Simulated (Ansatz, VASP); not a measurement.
## One calculation of SnSe, two programs

The input INCAR:

```
ALGO = Normal
EDIFF = 1E-8
ENCUT = 520
ISIF = 2
ISMEAR = -1
LASPH = True
LCHARG = False
LEFG = True
LREAL = False
LWAVE = False
NBANDS = 17
NELM = 80
PREC = Accurate
SIGMA = 0.02
```

File KPOINTS:

```
k-points
0
Gamma
  9 9 9
```

File POSCAR:

```
SnSe
1.0
    0.0000000000      3.0702000000      3.0100000000
    3.0702000000      0.0000000000      3.0100000000
    3.0702000000      3.0702000000      0.0000000000
Sn Se
1 1
Direct
    0.0000000000      0.0000000000      0.0000000000
    0.5000000000      0.5000000000      0.5000000000
```

Input for Ansatz:

```yaml
crystal:
  lattice:
    - [0.0, 3.0702, 3.01]
    - [3.0702, 0.0, 3.01]
    - [3.0702, 3.0702, 0.0]
  atoms:
    - { symbol: Sn, position: [0.0, 0.0, 0.0] }
    - { symbol: Se, position: [0.5, 0.5, 0.5] }
kpoints:
  mp_grid: { grid: [9, 9, 9] }
scf:
  occupations: { method: fermi_dirac, width: 0.02 }
hamiltonian:
  xc: lda
  pseudopotentials: { kind: paw }
output:
  forces: true
  stress: true
  eigenvalues: true
  efg: { contact_densities: true }
```

Change from the starting cell: equal xx and yy strain of +2 %, PAW files.

Alike in both runs: task electric field gradients; functional LDA; k mesh 9 × 9 × 9; occupations fermi-dirac, width 0.02 eV; no spin polarisation.

|  | VASP | Ansatz |
| --- | --- | --- |
| version | VASP 6.6.1 | Ansatz 0.2.0 |
| potentials or method | VASP PAW LDA potentials, release 64 (Sn_d, Se) | PAW with Ansatz's default frozen-core files, scalar-relativistic |
| plane-wave cutoff (eV) | 520 | 420 |
| valence electrons in the cell | 20 | 30 |

|  | VASP | Ansatz | Ansatz less VASP |
| --- | --- | --- | --- |
| pressure (GPa) | -4.8 | -4.8 | -0.05 |
| traceless stress, the component that is largest in VASP (GPa) | 1.26 | 1.24 | -0.015 |
| size of Vzz on the site where it differs most (V/Å²) | 2.7 | 2.4 | -0.39 |

LDA's correlation is that of Perdew and Zunger in VASP and of Perdew and Wang (1992) in Ansatz. VASP's potentials hold 20 valence electrons a cell and Ansatz's 30, so a difference there can come from the potentials and not from the codes.
